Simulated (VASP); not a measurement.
# Sc (P6_3/mmc) in VASP: notebook

Sc is run at these levels: PBEsol; tasks: single point.

Program: VASP 6.6.1. These are calculated values, not measurements. Logs are shortened: lines on timing, memory, paths and dates and some standing lists are left out, and cuts for length are marked.

## 1. The cell of the first run

It takes space group P6_3/mmc (No. 194, hexagonal). The conventional cell has a = 3.241 Å, b = 3.241 Å, c = 5.166 Å, α = 90.00°, β = 90.00°, γ = 120.00°. Within 4.2 Å of Sc (site symmetry -6m2) lie 12 Sc at 3.19 to 3.24 Å.

## 2. Single point, PBEsol

INCAR

```
SYSTEM = Sc
  ALGO = Fast
  EDIFF = 1E-6
  ENCUT = 520
  GGA = PS
  ISIF = 2
  ISMEAR = -1
  LASPH = .True.
  LCHARG = .True.
  LELF = .True.
  LREAL = .False.
  LVHAR = .True.
  LWAVE = .False.
  NBANDS = 18
  NELM = 80
  PREC = Accurate
  SIGMA = 0.05
```

KPOINTS

```
k-points
0
Gamma
  9 9 5
  0 0 0
```

POSCAR

```
Sc
1.0
    3.2414504337      0.0000000000      0.0000000000
   -1.6207252169      2.8071784207      0.0000000000
    0.0000000000      0.0000000000      5.1656514271
Sc
2
Direct
    0.6666666667      0.3333333333      0.7500000000
    0.3333333333      0.6666666667      0.2500000000
```

Potentials or basis: VASP PAW PBE potentials, release 64 (Sc_sv).

Launch:

```sh
cat potpaw_PBE.64/Sc_sv/POTCAR > POTCAR
mpirun -np 1 vasp_std > vasp.out
```

OUTCAR:

```text
SYSTEM = Sc
   EDIFF = 1E-6
   ENCUT = 520
   GGA = PS
   ISIF = 2
   ISMEAR = -1
   LASPH = .True.
   LREAL = .False.
   NELM = 80
   PREC = Accurate

 ion  position               nearest neighbor table
   1  0.667  0.333  0.750-   2 3.19   2 3.19   2 3.19   2 3.19   2 3.19   2 3.19
   2  0.333  0.667  0.250-   1 3.19   1 3.19   1 3.19   1 3.19   1 3.19   1 3.19

  LATTYP: Found a hexagonal cell.
 ALAT       =     3.2414504337
 C/A-ratio  =     1.5936234512

  Lattice vectors:

 A1 = (   3.2414504337,   0.0000000000,   0.0000000000)
 A2 = (  -1.6207252169,   2.8071784207,   0.0000000000)
 A3 = (   0.0000000000,   0.0000000000,   5.1656514271)

Analysis of symmetry for initial positions (statically):
=====================================================================
 Subroutine PRICEL returns:
 Original cell was already a primitive cell.

 Routine SETGRP: Setting up the symmetry group for a
 hexagonal supercell.

 Subroutine GETGRP returns: Found 24 space group operations
 (whereof 12 operations were pure point group operations)
 out of a pool of 24 trial point group operations.

The static configuration has the point symmetry D_3d.
 The point group associated with its full space group is D_6h.

Analysis of symmetry for dynamics (positions and initial velocities):
=====================================================================
 Subroutine PRICEL returns:
 Original cell was already a primitive cell.

 Routine SETGRP: Setting up the symmetry group for a
 hexagonal supercell.

 Subroutine GETGRP returns: Found 24 space group operations
 (whereof 12 operations were pure point group operations)
 out of a pool of 24 trial point group operations.

The dynamic configuration has the point symmetry D_3d.
 The point group associated with its full space group is D_6h.

 Subroutine INISYM returns: Found 24 space group operations
 (whereof 12 operations are pure point group operations),
 and found     1 'primitive' translations

----------------------------------------------------------------------------------------

                                     Primitive cell

  volume of cell :      47.0040

  direct lattice vectors                    reciprocal lattice vectors
     3.241450434  0.000000000  0.000000000     0.308503869  0.178114792  0.000000000
    -1.620725217  2.807178421  0.000000000     0.000000000  0.356229584  0.000000000
     0.000000000  0.000000000  5.165651427     0.000000000  0.000000000  0.193586426

  length of vectors
     3.241450434  3.241450434  5.165651427     0.356229584  0.356229584  0.193586426

  position of ions in fractional coordinates (direct lattice)
     0.666666667  0.333333333  0.750000000
     0.333333333  0.666666667  0.250000000

  ion indices of the primitive-cell ions
   primitive index   ion index
                 1           1
                 2           2

----------------------------------------------------------------------------------------

 KPOINTS: k-points

Automatic generation of k-mesh.
 Grid dimensions read from file:
 generate k-points for:    9    9    5

 Generating k-lattice:

  Cartesian coordinates                     Fractional coordinates (reciprocal lattice)
     0.034278208  0.019790532  0.000000000     0.111111111  0.000000000  0.000000000
     0.000000000  0.039581065  0.000000000     0.000000000  0.111111111  0.000000000
     0.000000000  0.000000000  0.038717285     0.000000000  0.000000000  0.200000000

  Length of vectors
     0.039581065  0.039581065  0.038717285

  Shift w.r.t. Gamma in fractional coordinates (k-lattice)
     0.000000000  0.000000000  0.000000000

 Subroutine IBZKPT returns following result:
 ===========================================

 Found     36 irreducible k-points:

 Following reciprocal coordinates:
            Coordinates               Weight
  0.000000  0.000000  0.000000      1.000000
  0.111111  0.000000  0.000000      6.000000
  0.222222  0.000000  0.000000      6.000000
  0.333333 -0.000000  0.000000      6.000000
  0.444444  0.000000  0.000000      6.000000
  0.111111  0.111111  0.000000      6.000000
[... 16 lines left out ...]
  0.333333  0.222222  0.200000     24.000000
  0.333333  0.333333  0.200000      4.000000
 [... further k-points ...]
   k-points           NKPTS =     36   k-points in BZ     NKDIM =     36   number of bands    NBANDS=     18
   number of dos      NEDOS =    301   number of ions     NIONS =      2
   total plane-waves  NPLWV =  23040
   dimension x,y,z NGX =    24 NGY =   24 NGZ =   40
   dimension x,y,z NGXF=    48 NGYF=   48 NGZF=   80
   ions per type =               2
   NGX,Y,Z   is equivalent  to a cutoff of  12.31, 12.31, 12.87 a.u.
   NGXF,Y,Z  is equivalent  to a cutoff of  24.62, 24.62, 25.75 a.u.
 SYSTEM =  Sc
   PREC   = accura    normal or accurate (medium, high low for compatibility)
   ISTART =      0    job   : 0-new  1-cont  2-samecut
   ICHARG =      2    charge: 1-file 2-atom 10-const
   ISPIN  =      1    spin polarized calculation?
   LNONCOLLINEAR =      F non collinear calculations
   LSORBIT =      F    spin-orbit coupling
   LASPH  =      T    aspherical Exc in radial PAW
   ENCUT  =  520.0 eV  38.22 Ry    6.18 a.u.   6.03  6.03  9.60*2*pi/ulx,y,z
   NELM   =     80;   NELMIN=  2; NELMDL= -5     # of ELM steps
   EDIFF  = 0.1E-05   stopping-criterion for ELM
   LREAL  =      F    real-space projection
   EDIFFG = 0.1E-04   stopping-criterion for IOM
   NSW    =      0    number of steps for IOM
   IBRION =     -1    ionic relax: 0-MD 1-quasi-New 2-CG
   NFREE  =      0    steps in history (QN), initial steepest desc. (CG)
   ISIF   =      2    stress and relaxation
   ISYM   =      2    0-nonsym 1-usesym 2-fastsym
   POTIM  = 0.5000    time-step for ionic-motion
   TEBEG  =    0.0;   TEEND  =   0.0 temperature during run
   PSTRESS=    0.0 pullay stress
   NELECT =      22.0000    total number of electrons
   NUPDOWN=      -1.0000    fix difference up-down
   EMIN   =  10.00;   EMAX   =-10.00  energy-range for DOS
   EFERMI =   0.00;   METHOD = LEGACY
   ISMEAR =    -1;   SIGMA  =   0.05  broadening in eV -4-tet -1-fermi 0-gaus
   EFERMI_NEDOS =   21; number of points for ismear=-14 and -15
   IALGO  =     68    algorithm
   IMIX   =      4    mixing-type and parameters
     AMIX     =   0.40;   BMIX     =  1.00
     AMIX_MAG =   1.60;   BMIX_MAG =  1.00
  volume/ion in A,a.u.               =      23.50       158.60
  Fermi-wavevector in a.u.,A,eV,Ry     =   1.271074  2.401982 21.981974  1.615630
  Thomas-Fermi vector in A             =   2.404027
   LORBIT       =      0    0 simple, 1 ext, 2 COOP (PROOUT), +10 PAW based schemes
   GGA     = PS    functional components
   LHFCALC =     F    Hartree Fock is set to
   AEXX    =    0.0000 exact exchange contribution
   IVDW    =     0    specifies the selected vdW correction
   LEPSILON=     F    determine dielectric tensor
   LRPA    =     F    only Hartree local field effects (RPA)
 non-spin polarized calculation
 RMM-DIIS sequential band-by-band and
  energy-cutoff  :      520.00
  volume of cell :       47.00
 maximum number of plane-waves:      1290
   NGX = 13   NGY = 13   NGZ = 19

 number of electron      21.9999996 magnetization

 Free energy of the ion-electron system (eV)
  ---------------------------------------------------
  ext. energy  EPLUGINS =         0.00000000
  ---------------------------------------------------
  free energy    TOTEN  =       -13.22108086 eV

  energy without entropy =      -13.18657868  energy(sigma->0) =      -13.20382977

 E-fermi :   3.8583     XC(G=0): -10.1871

 val. band max:        3.8581650984   @ k =   0.1111   0.1111   0.2000
 cond. band min:       3.8612051788   @ k =   0.1111   0.1111   0.0000
 fundamental gap:      0.0030400803
 Fermi energy:         3.8583297356

 k-point     1 :       0.0000    0.0000    0.0000
  band No.  band energies     occupation
      1     -45.2275      2.00000
      2     -45.1459      2.00000
      3     -24.1802      2.00000
      4     -23.7731      2.00000
      5     -23.7731      2.00000
      6     -23.7034      2.00000
[... 10 lines left out ...]
     17       6.3639      0.00000
     18       6.3651      0.00000

 k-point     2 :       0.1111    0.0000    0.0000
  band No.  band energies     occupation
      1     -45.2201      2.00000
      2     -45.1429      2.00000
      3     -24.1613      2.00000
      4     -23.8120      2.00000
      5     -23.7859      2.00000
      6     -23.7439      2.00000
[... 10 lines left out ...]
     17       6.1600      0.00000
     18       6.1956      0.00000

 k-point     3 :       0.2222    0.0000    0.0000
  band No.  band energies     occupation
      1     -45.2008      2.00000
      2     -45.1360      2.00000
      3     -24.1094      2.00000
      4     -23.9115      2.00000
      5     -23.8430      2.00000
      6     -23.8168      2.00000
[... 10 lines left out ...]
     17       6.4369      0.00000
     18       6.6794      0.00000

 k-point     4 :       0.3333   -0.0000    0.0000
  band No.  band energies     occupation
      1     -45.1768      2.00000
      2     -45.1300      2.00000
      3     -24.0387      2.00000
      4     -24.0260      2.00000
      5     -23.9505      2.00000
      6     -23.8503      2.00000
[... 375 lines left out ...]
      4     -24.0272      2.00000
      5     -23.9120      2.00000
      6     -23.8930      2.00000
[... 10 lines left out ...]
     17       7.4828      0.00000
     18       7.7977      0.00000

 k-point    23 :       0.3333    0.2222    0.2000
  band No.  band energies     occupation
      1     -45.1467      2.00000
      2     -45.1318      2.00000
      3     -24.0791      2.00000
      4     -24.0354      2.00000
      5     -23.9572      2.00000
      6     -23.8786      2.00000
[... 10 lines left out ...]
     17       7.4920      0.00000
     18       7.9858      0.00000

 k-point    24 :       0.3333    0.3333    0.2000
  band No.  band energies     occupation
      1     -45.1366      2.00000
      2     -45.1366      2.00000
      3     -24.0306      2.00000
      4     -24.0220      2.00000
      5     -24.0220      2.00000
      6     -23.9039      2.00000
[... 10 lines left out ...]
     17       7.6595      0.00000
     18       7.6605      0.00000

 [... further k-points ...]

------------------------ aborting loop because EDIFF is reached ----------------------------------------

  FORCE on cell =-STRESS in cart. coord.  units (eV):
  Direction    XX          YY          ZZ          XY          YZ          ZX
  --------------------------------------------------------------------------------------
  -------------------------------------------------------------------------------------
  Total        0.3261823      0.3261823     -0.2268547     -0.0000000     -0.0000000     -0.0000000
  in kB       11.1182521     11.1182521     -7.7325693     -0.0000000     -0.0000000     -0.0000000
  external PRESSURE =       4.8346450 kB  Pullay stress =       0.0000000 kB

 VOLUME and BASIS-vectors are now :
 -----------------------------------------------------------------------------
  energy-cutoff  :      520.00
  volume of cell :       47.00
      direct lattice vectors                 reciprocal lattice vectors
     3.241450434  0.000000000  0.000000000     0.308503869  0.178114792  0.000000000
    -1.620725217  2.807178421  0.000000000     0.000000000  0.356229584  0.000000000
     0.000000000  0.000000000  5.165651427     0.000000000  0.000000000  0.193586426

 POSITION                                       TOTAL-FORCE (eV/Angst)
 -----------------------------------------------------------------------------------
      1.62073      0.93573      3.87424        -0.000000     -0.000000      0.000000
     -0.00000      1.87145      1.29141         0.000000      0.000000      0.000000
 -----------------------------------------------------------------------------------
    total drift:                               -0.000000      0.000000     -0.000000

  FREE ENERGIE OF THE ION-ELECTRON SYSTEM (eV)
  ---------------------------------------------------
  free  energy   TOTEN  =       -13.2210808626 eV

  energy  without entropy=      -13.1865786765  energy(sigma->0) =      -13.20382977
```

Run time: 21 s. Hardware: 1 thread of Intel Xeon 6975P-C (Granite Rapids), shared host; peak memory 0.16 GiB.

Results:

```yaml
Free_energy: -13.2211 eV
Pressure: 0.5 GPa
Band_gap_on_the_k_mesh: zero (bands 11 and 12 overlap by 1.24 eV)
```

Levels at points of the mesh, in eV from the Fermi level:
| k point | band 9 | band 10 | band 11 | band 12 | band 13 | band 14 |
| --- | --- | --- | --- | --- | --- | --- |
| (0.00, 0.00, 0.00) | -5.23 | -1.75 | 0.56 | 1.67 | 1.67 | 1.79 |

Caveat: the PAW data sets were made with another functional, which shifts forces and pressure a little.

## 3. Single point, PBEsol

INCAR

```
ALGO = Normal
EDIFF = 1E-6
ENCUT = 520
GGA = PS
ISIF = 2
ISMEAR = -1
LASPH = T
LCHARG = F
LREAL = F
LWAVE = F
NBANDS = 18
NELM = 80
PREC = Accurate
SIGMA = 0.05
```

KPOINTS

```
k-points
0
Gamma
  9 9 5
```

POSCAR is that of step 2.

Potentials or basis: VASP PAW PBE potentials, release 64 (Sc_sv).

Launch:

```sh
cat potpaw_PBE.64/Sc_sv/POTCAR > POTCAR
mpirun -np 1 vasp_std > vasp.out
```

Run time: 11 s. Hardware: 1 thread of Intel Xeon 6975P-C (Granite Rapids), shared host; peak memory 0.16 GiB.

The run converged. Its results:

```
Free energy            : -13.2211 eV
Pressure               : 0.5 GPa
Band gap on the k mesh : zero (bands 11 and 12 overlap by 1.24 eV)
```

Stress tensor (GPa, compression positive):
```
 1.10  0.00  0.00
 0.00  1.10  0.00
 0.00  0.00 -0.78
```

Levels at points of the mesh, in eV from the Fermi level:
| k point | band 8 | band 9 | band 10 | band 11 | band 12 | band 13 | band 14 | band 15 |
| --- | --- | --- | --- | --- | --- | --- | --- | --- |
| (0.00, 0.00, 0.00) | -27.54 | -5.23 | -1.75 | 0.56 | 1.67 | 1.67 | 1.79 | 2.11 |

Caveat: the PAW data sets were made with another functional, which shifts forces and pressure a little.

## 4. Single point, PBEsol

This run uses another cell than the first one, of 24.00 Å³/atom.

INCAR

```
  ALGO = Normal
  EDIFF = 1E-7
  ENCUT = 520
  GGA = PS
  ISIF = 2
  ISMEAR = -1
  LASPH = True
  LCHARG = False
  LREAL = False
  LWAVE = False
  NBANDS = 18
  NELM = 80
  PREC = Accurate
  SIGMA = 0.05
```

KPOINTS is that of step 3.

POSCAR

```
Sc
1.0
    3.2642783016      0.0000000000      0.0000000000
   -1.6321391508      2.8269479342      0.0000000000
    0.0000000000      0.0000000000      5.2020304526
Sc
2
Direct
    0.6666666667      0.3333333333      0.7500000000
    0.3333333333      0.6666666667      0.2500000000
```

Launch:

```sh
cat potpaw_PBE.64/Sc_sv/POTCAR > POTCAR
mpirun -np 1 vasp_std > vasp.out
```

Wall time 15 s (1 thread of Intel Xeon 6975P-C (Granite Rapids), shared host); peak memory 0.17 GiB.

The run converged. Its results:

```
Free energy            : -13.2208 eV
Pressure               : -0.7 GPa
Band gap on the k mesh : zero (bands 11 and 12 overlap by 1.19 eV)
```

Stress tensor (GPa, compression positive):
```
-0.13  0.00  0.00
 0.00 -0.13  0.00
 0.00  0.00 -1.89
```

Levels at points of the mesh, in eV from the Fermi level:
```
           k point  band 8  band 9  band 10  band 11  band 12  band 13  band 14  band 15
(0.00, 0.00, 0.00)  -27.61   -5.19    -1.72     0.51     1.64     1.64     1.76     2.07
```

Caveat: the PAW data sets were made with another functional, which shifts forces and pressure a little.

## 5. Single point, PBEsol

This run uses another cell than the first one, of 24.50 Å³/atom.

INCAR

```
SYSTEM = Sc
ALGO = Normal
EDIFF = 1E-6
ENCUT = 520
GGA = PS
ISIF = 2
ISMEAR = -1
LASPH = .TRUE.
LCHARG = .FALSE.
LREAL = .FALSE.
LWAVE = .FALSE.
NBANDS = 18
NELM = 60
PREC = Accurate
SIGMA = 0.05
```

KPOINTS

```
k-points
0
G
  9 9 5
  0 0 0
```

POSCAR

```
Sc
1.0
    3.2867912771      0.0000000000      0.0000000000
   -1.6433956386      2.8464447429      0.0000000000
    0.0000000000      0.0000000000      5.2379076584
Sc
2
Direct
    0.6666666667      0.3333333333      0.7500000000
    0.3333333333      0.6666666667      0.2500000000
```

Launch:

```sh
cat potpaw_PBE.64/Sc_sv/POTCAR > POTCAR
mpirun -np 1 vasp_std > vasp.out
```

It took 13 s on 1 thread of Intel Xeon 6975P-C (Granite Rapids), shared host; peak memory 0.16 GiB.

It converged, with:

* Free energy: -13.2133 eV
* Pressure: -1.8 GPa
* Band gap on the k mesh: zero (bands 11 and 12 overlap by 1.15 eV)

Stress tensor (GPa, compression positive):
```
-1.27  0.00  0.00
 0.00 -1.27  0.00
 0.00  0.00 -2.92
```

Levels at points of the mesh, in eV from the Fermi level:
```csv
k point,band 8,band 9,band 10,band 11,band 12,band 13,band 14,band 15
"(0.00, 0.00, 0.00)",-27.68,-5.15,-1.70,0.47,1.61,1.61,1.73,2.03
```

Caveat: the PAW data sets were made with another functional, which shifts forces and pressure a little.

## 6. The runs side by side

```csv
cell,gap on the mesh (eV),pressure (GPa)
"a = 3.241, b = 3.241, c = 5.166 Å, angles 90.0, 90.0, 120.0°, 2 atoms",none,0.5
"a = 3.264, b = 3.264, c = 5.202 Å, angles 90.0, 90.0, 120.0°, 2 atoms",none,-0.7
"a = 3.287, b = 3.287, c = 5.238 Å, angles 90.0, 90.0, 120.0°, 2 atoms",none,-1.8
```

Alike in all rows: task single point; level PBEsol; potentials or basis VASP PAW PBE potentials, release 64 (Sc_sv); no spin polarisation; k mesh 9 × 9 × 5; cutoff (eV) 520; smearing fermi-dirac 0.05 eV.

Caveats: the PAW data sets were made with another functional, which shifts forces and pressure a little.

Absolute energies hang on the potentials; compare differences alone.
